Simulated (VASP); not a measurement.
# Ag (Fm-3m) in VASP: a series of runs, part 2 of 2

VASP 6.6.1. The steps go on from the part before.

## 3. Single point, PBE

This run uses another cell than the first one, of 17.92 Å³/atom, 1.015 times its volume.

Contents of INCAR:

```
SYSTEM = Ag
ALGO     = Normal         ! electronic algorithm
EDIFF    = 1E-7           ! SCF threshold, eV
ENCUT    = 520            ! plane-wave cutoff, eV
GGA      = PE             ! functional
ISIF     = 2              ! what is computed and relaxed
ISMEAR   = 0              ! smearing method
LASPH    = .True.         ! aspherical terms in the spheres
LCHARG   = .False.        ! write CHGCAR
LREAL    = .False.        ! projectors in reciprocal space
LWAVE    = .False.        ! write WAVECAR
NBANDS   = 12             ! bands
NELM     = 100            ! most SCF steps
PREC     = Accurate       ! precision mode
SIGMA    = 0.05           ! smearing width, eV
```

Contents of KPOINTS:

```
k-points
0
Gamma
  8 8 8
  0 0 0
```

Contents of POSCAR:

```
Ag
1.0
    0.0000000000      2.0770818563      2.0770818563
    2.0770818563      0.0000000000      2.0770818563
    2.0770818563      2.0770818563      0.0000000000
Ag
1
Direct
    0.0000000000      0.0000000000      0.0000000000
```

Potentials or basis: VASP PAW PBE potentials, release 64 (Ag).

Launch:

```sh
> cat potpaw_PBE.64/Ag/POTCAR > POTCAR
> mpirun -np 1 vasp_std > vasp.out
```

OUTCAR:

```text
SYSTEM = Ag
   EDIFF = 1E-7
   ENCUT = 520
   GGA = PE
   ISIF = 2
   ISMEAR = 0
   LASPH = .True.
   LREAL = .False.
   NELM = 100
   PREC = Accurate

 ion  position               nearest neighbor table
   1  0.000  0.000  0.000-

  LATTYP: Found a face centered cubic cell.
 ALAT       =     4.1541637126

  Lattice vectors:

 A1 = (   0.0000000000,   2.0770818563,   2.0770818563)
 A2 = (   2.0770818563,   0.0000000000,   2.0770818563)
 A3 = (   2.0770818563,   2.0770818563,   0.0000000000)

Analysis of symmetry for initial positions (statically):
=====================================================================
 Subroutine PRICEL returns:
 Original cell was already a primitive cell.

 Routine SETGRP: Setting up the symmetry group for a
 face centered cubic supercell.

 Subroutine GETGRP returns: Found 48 space group operations
 (whereof 48 operations were pure point group operations)
 out of a pool of 48 trial point group operations.

The static configuration has the point symmetry O_h .

Analysis of symmetry for dynamics (positions and initial velocities):
=====================================================================
 Subroutine PRICEL returns:
 Original cell was already a primitive cell.

 Routine SETGRP: Setting up the symmetry group for a
 face centered cubic supercell.

 Subroutine GETGRP returns: Found 48 space group operations
 (whereof 48 operations were pure point group operations)
 out of a pool of 48 trial point group operations.

The dynamic configuration has the point symmetry O_h .

 Subroutine INISYM returns: Found 48 space group operations
 (whereof 48 operations are pure point group operations),
 and found     1 'primitive' translations

----------------------------------------------------------------------------------------

                                     Primitive cell

  volume of cell :      17.9222

  direct lattice vectors                    reciprocal lattice vectors
     0.000000000  2.077081856  2.077081856    -0.240722338  0.240722338  0.240722338
     2.077081856  0.000000000  2.077081856     0.240722338 -0.240722338  0.240722338
     2.077081856  2.077081856  0.000000000     0.240722338  0.240722338 -0.240722338

  length of vectors
     2.937437331  2.937437331  2.937437331     0.416943319  0.416943319  0.416943319

  position of ions in fractional coordinates (direct lattice)
     0.000000000  0.000000000  0.000000000

  ion indices of the primitive-cell ions
   primitive index   ion index
                 1           1

----------------------------------------------------------------------------------------

 KPOINTS: k-points

Automatic generation of k-mesh.
 Grid dimensions read from file:
 generate k-points for:    8    8    8

 Generating k-lattice:

  Cartesian coordinates                     Fractional coordinates (reciprocal lattice)
    -0.030090292  0.030090292  0.030090292     0.125000000  0.000000000  0.000000000
     0.030090292 -0.030090292  0.030090292     0.000000000  0.125000000  0.000000000
     0.030090292  0.030090292 -0.030090292     0.000000000  0.000000000  0.125000000

  Length of vectors
     0.052117915  0.052117915  0.052117915

  Shift w.r.t. Gamma in fractional coordinates (k-lattice)
     0.000000000  0.000000000  0.000000000

 Subroutine IBZKPT returns following result:
 ===========================================

 Found     29 irreducible k-points:

 Following reciprocal coordinates:
            Coordinates               Weight
  0.000000  0.000000  0.000000      1.000000
  0.125000  0.000000  0.000000      8.000000
  0.250000  0.000000  0.000000      8.000000
  0.375000  0.000000  0.000000      8.000000
  0.500000  0.000000  0.000000      4.000000
  0.125000  0.125000  0.000000      6.000000
[... 16 lines left out ...]
  0.500000  0.250000  0.125000     48.000000
 -0.375000  0.250000  0.125000     24.000000
 [... further k-points ...]
   k-points           NKPTS =     29   k-points in BZ     NKDIM =     29   number of bands    NBANDS=     12
   number of dos      NEDOS =    301   number of ions     NIONS =      1
   total plane-waves  NPLWV =  13824
   dimension x,y,z NGX =    24 NGY =   24 NGZ =   24
   dimension x,y,z NGXF=    48 NGYF=   48 NGZF=   48
   ions per type =               1
   NGX,Y,Z   is equivalent  to a cutoff of  13.58, 13.58, 13.58 a.u.
   NGXF,Y,Z  is equivalent  to a cutoff of  27.17, 27.17, 27.17 a.u.
 SYSTEM =  Ag
   PREC   = accura    normal or accurate (medium, high low for compatibility)
   ISTART =      0    job   : 0-new  1-cont  2-samecut
   ICHARG =      2    charge: 1-file 2-atom 10-const
   ISPIN  =      1    spin polarized calculation?
   LNONCOLLINEAR =      F non collinear calculations
   LSORBIT =      F    spin-orbit coupling
   LASPH  =      T    aspherical Exc in radial PAW
   ENCUT  =  520.0 eV  38.22 Ry    6.18 a.u.   5.46  5.46  5.46*2*pi/ulx,y,z
   NELM   =    100;   NELMIN=  2; NELMDL= -5     # of ELM steps
   EDIFF  = 0.1E-06   stopping-criterion for ELM
   LREAL  =      F    real-space projection
   EDIFFG = 0.1E-05   stopping-criterion for IOM
   NSW    =      0    number of steps for IOM
   IBRION =     -1    ionic relax: 0-MD 1-quasi-New 2-CG
   NFREE  =      0    steps in history (QN), initial steepest desc. (CG)
   ISIF   =      2    stress and relaxation
   ISYM   =      2    0-nonsym 1-usesym 2-fastsym
   POTIM  = 0.5000    time-step for ionic-motion
   TEBEG  =    0.0;   TEEND  =   0.0 temperature during run
   PSTRESS=    0.0 pullay stress
   NELECT =      11.0000    total number of electrons
   NUPDOWN=      -1.0000    fix difference up-down
   EMIN   =  10.00;   EMAX   =-10.00  energy-range for DOS
   EFERMI =   0.00;   METHOD = LEGACY
   ISMEAR =     0;   SIGMA  =   0.05  broadening in eV -4-tet -1-fermi 0-gaus
   EFERMI_NEDOS =   21; number of points for ismear=-14 and -15
   IALGO  =     38    algorithm
   IMIX   =      4    mixing-type and parameters
     AMIX     =   0.40;   BMIX     =  1.00
     AMIX_MAG =   1.60;   BMIX_MAG =  1.00
  volume/ion in A,a.u.               =      17.92       120.94
  Fermi-wavevector in a.u.,A,eV,Ry     =   1.391262  2.629103 26.335555  1.935609
  Thomas-Fermi vector in A             =   2.515118
   LORBIT       =      0    0 simple, 1 ext, 2 COOP (PROOUT), +10 PAW based schemes
   GGA     = PE    functional components
   LHFCALC =     F    Hartree Fock is set to
   AEXX    =    0.0000 exact exchange contribution
   IVDW    =     0    specifies the selected vdW correction
   LEPSILON=     F    determine dielectric tensor
   LRPA    =     F    only Hartree local field effects (RPA)
 non-spin polarized calculation
 Gauss-broadening in eV      SIGMA  =   0.05
  energy-cutoff  :      520.00
  volume of cell :       17.92
 maximum number of plane-waves:       531
 NGX is ok and might be reduce to    24
   NGX = 11   NGY = 11   NGZ = 11

 number of electron      11.0000000 magnetization

 Free energy of the ion-electron system (eV)
  ---------------------------------------------------
  ext. energy  EPLUGINS =         0.00000000
  ---------------------------------------------------
  free energy    TOTEN  =        -2.69005571 eV

  energy without entropy =       -2.68855076  energy(sigma->0) =       -2.68930323

 E-fermi :   7.5067     XC(G=0): -11.9125

 val. band max:        7.4929478210   @ k =   0.5000   0.0000   0.0000
 cond. band min:       7.9582545464   @ k =   0.5000   0.3750   0.1250
 fundamental gap:      0.4653067254
 Fermi energy:         7.5066541179

 k-point     1 :       0.0000    0.0000    0.0000
  band No.  band energies     occupation
      1       0.3487      2.00000
      2       3.1341      2.00000
      3       3.1341      2.00000
      4       3.1341      2.00000
      5       4.0809      2.00000
      6       4.0809      2.00000
      7      23.6653      0.00000
      8      26.9479      0.00000
      9      26.9479      0.00000
     10      26.9479      0.00000
     11      31.6355      0.00000
     12      32.4737      0.00000
[... 331 lines left out ...]
 k-point    24 :      -0.3750    0.2500    0.1250
  band No.  band energies     occupation
      1       2.2860      2.00000
      2       2.7294      2.00000
      3       3.5512      2.00000
      4       3.6899      2.00000
      5       4.7424      2.00000
      6      10.0019      0.00000
      7      11.4702      0.00000
      8      19.7413      0.00000
      9      19.9977      0.00000
     10      25.8481      0.00000
     11      30.3912      0.00000
     12      34.4547      0.00000

 [... further k-points ...]

------------------------ aborting loop because EDIFF is reached ----------------------------------------

  FORCE on cell =-STRESS in cart. coord.  units (eV):
  Direction    XX          YY          ZZ          XY          YZ          ZX
  --------------------------------------------------------------------------------------
  -------------------------------------------------------------------------------------
  Total        0.0064343      0.0064343      0.0064343     -0.0000000     -0.0000000      0.0000000
  in kB        0.5752028      0.5752028      0.5752028     -0.0000000     -0.0000000      0.0000000
  external PRESSURE =       0.5752028 kB  Pullay stress =       0.0000000 kB

 VOLUME and BASIS-vectors are now :
 -----------------------------------------------------------------------------
  energy-cutoff  :      520.00
  volume of cell :       17.92
      direct lattice vectors                 reciprocal lattice vectors
     0.000000000  2.077081856  2.077081856    -0.240722338  0.240722338  0.240722338
     2.077081856  0.000000000  2.077081856     0.240722338 -0.240722338  0.240722338
     2.077081856  2.077081856  0.000000000     0.240722338  0.240722338 -0.240722338

 POSITION                                       TOTAL-FORCE (eV/Angst)
 -----------------------------------------------------------------------------------
      0.00000      0.00000      0.00000        -0.000000      0.000000     -0.000000
 -----------------------------------------------------------------------------------
    total drift:                               -0.000000      0.000000     -0.000000

  FREE ENERGIE OF THE ION-ELECTRON SYSTEM (eV)
  ---------------------------------------------------
  free  energy   TOTEN  =        -2.6900557069 eV

  energy  without entropy=       -2.6885507567  energy(sigma->0) =       -2.68930323
```

Run time: 10 s. Hardware: 1 thread of Intel Xeon Platinum 8175M at 2.50GHz (Skylake/Cascade Lake), shared host; peak memory 0.13 GiB.

What came out:

* Free energy: -2.6901 eV
* Pressure: 0.1 GPa
